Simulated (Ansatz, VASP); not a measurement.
**Two plane-wave programs on AlIn2Sb2As**

```
Al In Sb As
1.0
     5.26090    0.00000    0.00000
     0.00000    5.26090    0.00000
     0.00000    0.00000    6.54853
Al In Sb As
1 2 2 1
Direct
  0.50000 0.50000 0.00000
  0.00000 0.50000 0.00000
  0.50000 0.00000 0.00000
  0.00000 0.00000 0.28975
  0.00000 0.00000 0.71025
  0.50000 0.50000 0.50000
```

Change from the starting cell: species swapped into the Sr2CuSeO2 type (P4/mmm, No. 123).

Alike in both runs: functional PBE; k mesh 4 × 4 × 2; occupations gaussian, width 0.1 eV; no spin polarisation.

Ansatz relaxed the structure, and its values are those at the end. VASP's run is a single point on that final structure, the one shown.

```csv
,VASP,Ansatz
version,VASP 6.6.1,Ansatz 0.2.0
potentials or method,"VASP PAW PBE potentials, release 64 (Al, In_d, Sb, As), cutoff 520 eV","scalar-relativistic, plane waves, PAW"
valence electrons in the cell,44,74
```

VASP gave:

- gap on the k mesh at the Fermi level (eV): none
- pressure (GPa): 0.0
- rms of the force components (eV/Å): 0.009

Problem. What did Ansatz give for the same quantities?

Solution. gap on the k mesh at the Fermi level (eV): none; pressure (GPa): 0.0; rms of the force components (eV/Å): 0.001.

A gap of «none» marks a metal or a gap that the smearing closes. The functional is the same, so the differences come from potentials, cutoffs and numerics. VASP's potentials hold 44 valence electrons a cell and Ansatz's 74, so a difference there can come from the potentials and not from the codes.

The k mesh is coarse, so the values compare programs but aren't converged. Spin-orbit coupling is off throughout.
